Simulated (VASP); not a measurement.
# N (P6_3/mmc) in VASP: single point with LDA

Aim: the single point of N with LDA.

Everything below comes from runs of VASP 6.6.1. Logs are shortened: lines on timing, memory, paths and dates and some standing lists are left out, and cuts for length are marked.

**1. The cell of the first run**

It takes space group P6_3/mmc (No. 194, hexagonal). Conventional cell: a = 3.629 Å, b = 3.629 Å, c = 5.890 Å, α = 90.00°, β = 90.00°, γ = 120.00°. N (site symmetry -6m2) has 12 N at 3.61 to 3.63 Å within 4.7 Å.

**2. Single point, LDA, collinear spin, ferromagnetic start**

File INCAR:

```
PREC = Accurate
ENCUT = 520
EDIFF = 1E-7
ISMEAR = 0
SIGMA = 0.05
LREAL = F
LASPH = T
NELM = 150
ALGO = Normal
ISIF = 2
LWAVE = F
LCHARG = F
ISPIN = 2
MAGMOM = 3.18 3.18
LORBIT = 11
NBANDS = 16
```

File KPOINTS:

```
Automatic mesh
0
Gamma
  12 12 6
```

File POSCAR:

```
N
1.0
    3.6290016496      0.0000000000      0.0000000000
   -1.8145008248      3.1428076190      0.0000000000
    0.0000000000      0.0000000000      5.8900000000
N
2
Direct
    0.3333333333      0.6666666667      0.2500000000
    0.6666666667      0.3333333333      0.7500000000
```

Potentials or basis: VASP PAW LDA potentials, release 64 (N).

Launch:

```sh
$ cat potpaw_LDA.64/N/POTCAR > POTCAR
$ mpirun -np 1 vasp_std > vasp.out
```

OUTCAR:

```text
PREC = Accurate
   ENCUT = 520
   EDIFF = 1E-7
   ISMEAR = 0
   LREAL = F
   LASPH = T
   NELM = 150
   ISIF = 2
   ISPIN = 2
   LORBIT = 11

 ion  position               nearest neighbor table
   1  0.333  0.667  0.250-
   2  0.667  0.333  0.750-

  LATTYP: Found a hexagonal cell.
 ALAT       =     3.6290016496
 C/A-ratio  =     1.6230359114

  Lattice vectors:

 A1 = (   3.6290016496,   0.0000000000,   0.0000000000)
 A2 = (  -1.8145008248,   3.1428076190,   0.0000000000)
 A3 = (   0.0000000000,   0.0000000000,   5.8900000000)

Analysis of symmetry for initial positions (statically):
=====================================================================
 Subroutine PRICEL returns:
 Original cell was already a primitive cell.

 Routine SETGRP: Setting up the symmetry group for a
 hexagonal supercell.

 Subroutine GETGRP returns: Found 24 space group operations
 (whereof 12 operations were pure point group operations)
 out of a pool of 24 trial point group operations.

The static configuration has the point symmetry D_3d.
 The point group associated with its full space group is D_6h.

Analysis of symmetry for dynamics (positions and initial velocities):
=====================================================================
 Subroutine PRICEL returns:
 Original cell was already a primitive cell.

 Routine SETGRP: Setting up the symmetry group for a
 hexagonal supercell.

 Subroutine GETGRP returns: Found 24 space group operations
 (whereof 12 operations were pure point group operations)
 out of a pool of 24 trial point group operations.

The dynamic configuration has the point symmetry D_3d.
 The point group associated with its full space group is D_6h.

Analysis of structural, dynamic, and magnetic symmetry:
=====================================================================
 Subroutine PRICEL returns:
 Original cell was already a primitive cell.

 Routine SETGRP: Setting up the symmetry group for a
 hexagonal supercell.

 Subroutine GETGRP returns: Found 24 space group operations
 (whereof 12 operations were pure point group operations)
 out of a pool of 24 trial point group operations.

The overall configuration has the point symmetry D_3d.
 The point group associated with its full space group is D_6h.

 Subroutine INISYM returns: Found 24 space group operations
 (whereof 12 operations are pure point group operations),
 and found     1 'primitive' translations

----------------------------------------------------------------------------------------

                                     Primitive cell

  volume of cell :      67.1769

  direct lattice vectors                    reciprocal lattice vectors
     3.629001650  0.000000000  0.000000000     0.275557880  0.159093416  0.000000000
    -1.814500825  3.142807619  0.000000000     0.000000000  0.318186832  0.000000000
     0.000000000  0.000000000  5.890000000     0.000000000  0.000000000  0.169779287

  length of vectors
     3.629001650  3.629001650  5.890000000     0.318186832  0.318186832  0.169779287

  position of ions in fractional coordinates (direct lattice)
     0.333333333  0.666666667  0.250000000
     0.666666667  0.333333333  0.750000000

  ion indices of the primitive-cell ions
   primitive index   ion index
                 1           1
                 2           2

----------------------------------------------------------------------------------------

 KPOINTS: Automatic mesh

Automatic generation of k-mesh.
 Grid dimensions read from file:
 generate k-points for:   12   12    6

 Generating k-lattice:

  Cartesian coordinates                     Fractional coordinates (reciprocal lattice)
     0.022963157  0.013257785  0.000000000     0.083333333  0.000000000  0.000000000
     0.000000000  0.026515569  0.000000000     0.000000000  0.083333333  0.000000000
     0.000000000  0.000000000  0.028296548     0.000000000  0.000000000  0.166666667

  Length of vectors
     0.026515569  0.026515569  0.028296548

  Shift w.r.t. Gamma in fractional coordinates (k-lattice)
     0.000000000  0.000000000  0.000000000

 Subroutine IBZKPT returns following result:
 ===========================================

 Found     76 irreducible k-points:

 Following reciprocal coordinates:
            Coordinates               Weight
  0.000000  0.000000  0.000000      1.000000
  0.083333  0.000000  0.000000      6.000000
  0.166667  0.000000  0.000000      6.000000
  0.250000  0.000000  0.000000      6.000000
  0.333333  0.000000  0.000000      6.000000
  0.416667  0.000000  0.000000      6.000000
[... 16 lines left out ...]
  0.250000  0.000000  0.166667     12.000000
  0.333333  0.000000  0.166667     12.000000
 [... further k-points ...]
   k-points           NKPTS =     76   k-points in BZ     NKDIM =     76   number of bands    NBANDS=     16
   number of dos      NEDOS =    301   number of ions     NIONS =      2
   total plane-waves  NPLWV =  37632
   dimension x,y,z NGX =    28 NGY =   28 NGZ =   48
   dimension x,y,z NGXF=    56 NGYF=   56 NGZF=   96
   ions per type =               2
   NGX,Y,Z   is equivalent  to a cutoff of  12.83, 12.83, 13.55 a.u.
   NGXF,Y,Z  is equivalent  to a cutoff of  25.65, 25.65, 27.10 a.u.
 SYSTEM =  unknown system
   PREC   = accura    normal or accurate (medium, high low for compatibility)
   ISTART =      0    job   : 0-new  1-cont  2-samecut
   ICHARG =      2    charge: 1-file 2-atom 10-const
   ISPIN  =      2    spin polarized calculation?
   LNONCOLLINEAR =      F non collinear calculations
   LSORBIT =      F    spin-orbit coupling
   LASPH  =      T    aspherical Exc in radial PAW
   ENCUT  =  520.0 eV  38.22 Ry    6.18 a.u.   6.75  6.75 10.95*2*pi/ulx,y,z
   NELM   =    150;   NELMIN=  2; NELMDL= -5     # of ELM steps
   EDIFF  = 0.1E-06   stopping-criterion for ELM
   LREAL  =      F    real-space projection
   EDIFFG = 0.1E-05   stopping-criterion for IOM
   NSW    =      0    number of steps for IOM
   IBRION =     -1    ionic relax: 0-MD 1-quasi-New 2-CG
   NFREE  =      0    steps in history (QN), initial steepest desc. (CG)
   ISIF   =      2    stress and relaxation
   ISYM   =      2    0-nonsym 1-usesym 2-fastsym
   POTIM  = 0.5000    time-step for ionic-motion
   TEBEG  =    0.0;   TEEND  =   0.0 temperature during run
   PSTRESS=    0.0 pullay stress
   NELECT =      10.0000    total number of electrons
   NUPDOWN=      -1.0000    fix difference up-down
   EMIN   =  10.00;   EMAX   =-10.00  energy-range for DOS
   EFERMI =   0.00;   METHOD = LEGACY
   ISMEAR =     0;   SIGMA  =   0.05  broadening in eV -4-tet -1-fermi 0-gaus
   EFERMI_NEDOS =   21; number of points for ismear=-14 and -15
   IALGO  =     38    algorithm
   IMIX   =      4    mixing-type and parameters
     AMIX     =   0.40;   BMIX     =  1.00
     AMIX_MAG =   1.60;   BMIX_MAG =  1.00
  volume/ion in A,a.u.               =      33.59       226.67
  Fermi-wavevector in a.u.,A,eV,Ry     =   0.867630  1.639584 10.242227  0.752782
  Thomas-Fermi vector in A             =   1.986192
   LORBIT       =     11    0 simple, 1 ext, 2 COOP (PROOUT), +10 PAW based schemes
   GGA     = CA    functional components
   LHFCALC =     F    Hartree Fock is set to
   AEXX    =    0.0000 exact exchange contribution
   IVDW    =     0    specifies the selected vdW correction
   LEPSILON=     F    determine dielectric tensor
   LRPA    =     F    only Hartree local field effects (RPA)
 spin polarized calculation
 Gauss-broadening in eV      SIGMA  =   0.05
  energy-cutoff  :      520.00
  volume of cell :       67.18
 maximum number of plane-waves:      1830
 NGX is ok and might be reduce to    28
   NGX = 13   NGY = 13   NGZ = 21

 number of electron      10.0000000 magnetization       6.0000162

 Free energy of the ion-electron system (eV)
  ---------------------------------------------------
  ext. energy  EPLUGINS =         0.00000000
  ---------------------------------------------------
  free energy    TOTEN  =        -5.90077150 eV

  energy without entropy =       -5.90077150  energy(sigma->0) =       -5.90077150

 E-fermi :  -5.1159     XC(G=0):  -6.1225

 val. band max:       -5.3872282766   @ k =   0.0000   0.0000   0.0000
 cond. band min:      -3.2795331665   @ k =   0.0000   0.0000   0.0000
 fundamental gap:      2.1076951101
 Fermi energy:        -5.1158568275

 spin component 1

 k-point     1 :       0.0000    0.0000    0.0000
  band No.  band energies     occupation
      1     -17.4504      1.00000
      2     -17.1177      1.00000
      3      -6.7032      1.00000
      4      -5.5288      1.00000
      5      -5.5288      1.00000
      6      -5.3989      1.00000
[... 8 lines left out ...]
     15      13.0795      0.00000
     16      13.0795      0.00000

 k-point     2 :       0.0833    0.0000    0.0000
  band No.  band energies     occupation
      1     -17.4320      1.00000
      2     -17.1091      1.00000
      3      -6.6713      1.00000
      4      -5.5990      1.00000
      5      -5.5492      1.00000
      6      -5.4758      1.00000
[... 8 lines left out ...]
     15      12.8682      0.00000
     16      13.2676      0.00000

 k-point     3 :       0.1667    0.0000    0.0000
  band No.  band energies     occupation
      1     -17.3805      1.00000
      2     -17.0861      1.00000
      3      -6.5801      1.00000
      4      -5.7959      1.00000
      5      -5.6663      1.00000
      6      -5.6016      1.00000
[... 8 lines left out ...]
     15      11.9155      0.00000
     16      13.2298      0.00000
[... 362 lines left out ...]
 k-point    23 :       0.2500    0.0000    0.1667
  band No.  band energies     occupation
      1     -17.2900      1.00000
      2     -17.0742      1.00000
      3      -6.4284      1.00000
      4      -6.0463      1.00000
      5      -5.9153      1.00000
      6      -5.6542      1.00000
[... 8 lines left out ...]
     15      11.9794      0.00000
     16      12.4411      0.00000

 k-point    24 :       0.3333    0.0000    0.1667
  band No.  band energies     occupation
      1     -17.2119      1.00000
      2     -17.0460      1.00000
      3      -6.4269      1.00000
      4      -6.2269      1.00000
      5      -6.0570      1.00000
      6      -5.7153      1.00000
[... 8 lines left out ...]
     15      12.0090      0.00000
     16      12.1050      0.00000

 [... further k-points ...]

 spin component 2

 k-point     1 :       0.0000    0.0000    0.0000
  band No.  band energies     occupation
      1     -13.4395      1.00000
      2     -12.9319      1.00000
      3      -3.2795      0.00000
      4      -1.3383      0.00000
      5      -1.3383      0.00000
      6      -1.1439      0.00000
[... 8 lines left out ...]
     15      14.4579      0.00000
     16      14.4579      0.00000

 k-point     2 :       0.0833    0.0000    0.0000
  band No.  band energies     occupation
      1     -13.4123      1.00000
      2     -12.9188      1.00000
      3      -3.2298      0.00000
      4      -1.4655      0.00000
      5      -1.3728      0.00000
      6      -1.2959      0.00000
[... 8 lines left out ...]
     15      14.1567      0.00000
     16      14.6369      0.00000

 k-point     3 :       0.1667    0.0000    0.0000
  band No.  band energies     occupation
      1     -13.3356      1.00000
      2     -12.8841      1.00000
      3      -3.0861      0.00000
      4      -1.8253      0.00000
      5      -1.6275      0.00000
      6      -1.4596      0.00000
[... 8 lines left out ...]
     15      13.2894      0.00000
     16      14.4746      0.00000
[... 362 lines left out ...]
 k-point    23 :       0.2500    0.0000    0.1667
  band No.  band energies     occupation
      1     -13.1991      1.00000
      2     -12.8670      1.00000
      3      -2.8467      0.00000
      4      -2.2752      0.00000
      5      -2.0055      0.00000
      6      -1.5453      0.00000
[... 8 lines left out ...]
     15      13.4830      0.00000
     16      13.7425      0.00000

 k-point    24 :       0.3333    0.0000    0.1667
  band No.  band energies     occupation
      1     -13.0793      1.00000
      2     -12.8235      1.00000
      3      -2.8461      0.00000
      4      -2.5466      0.00000
      5      -2.2255      0.00000
      6      -1.6422      0.00000
[... 8 lines left out ...]
     15      13.2840      0.00000
     16      13.7368      0.00000

 [... further k-points ...]

------------------------ aborting loop because EDIFF is reached ----------------------------------------

  FORCE on cell =-STRESS in cart. coord.  units (eV):
  Direction    XX          YY          ZZ          XY          YZ          ZX
  --------------------------------------------------------------------------------------
  -------------------------------------------------------------------------------------
  Total       -0.1659344     -0.1659344     -0.1625365      0.0000000     -0.0000000      0.0000000
  in kB       -3.9575535     -3.9575535     -3.8765125      0.0000000     -0.0000000      0.0000000
  external PRESSURE =      -3.9305398 kB  Pullay stress =       0.0000000 kB

 VOLUME and BASIS-vectors are now :
 -----------------------------------------------------------------------------
  energy-cutoff  :      520.00
  volume of cell :       67.18
      direct lattice vectors                 reciprocal lattice vectors
     3.629001650  0.000000000  0.000000000     0.275557880  0.159093416  0.000000000
    -1.814500825  3.142807619  0.000000000     0.000000000  0.318186832  0.000000000
     0.000000000  0.000000000  5.890000000     0.000000000  0.000000000  0.169779287

 POSITION                                       TOTAL-FORCE (eV/Angst)
 -----------------------------------------------------------------------------------
     -0.00000      2.09521      1.47250         0.000000     -0.000000      0.000000
      1.81450      1.04760      4.41750        -0.000000      0.000000     -0.000000
 -----------------------------------------------------------------------------------
    total drift:                               -0.000000      0.000000      0.000000

  FREE ENERGIE OF THE ION-ELECTRON SYSTEM (eV)
  ---------------------------------------------------
  free  energy   TOTEN  =        -5.9007714954 eV

  energy  without entropy=       -5.9007714954  energy(sigma->0) =       -5.90077150

 total charge

# of ion       s       p       d       tot
------------------------------------------
    1        1.352   1.888   0.000   3.240
    2        1.352   1.888   0.000   3.240
--------------------------------------------------
tot          2.704   3.776   0.000   6.480

 magnetization (x)

# of ion       s       p       d       tot
------------------------------------------
    1        0.037   1.888   0.000   1.925
    2        0.037   1.888   0.000   1.925
--------------------------------------------------
tot          0.075   3.775   0.000   3.850
```

Run time: 3.2 min. Hardware: 1 thread of AMD EPYC 7R13, shared host; peak memory 0.2 GiB.

Results:

```
Free energy                                           : -5.9008 eV
Pressure                                              : -0.4 GPa
Band gap on the k mesh                                : 2.11 eV
Net moment                                            : 6.00 μB per cell
Site moments                                          : N +1.93 μB
Valence electrons inside the program's atomic spheres : N 3.24
```

A k mesh can miss the band edges.
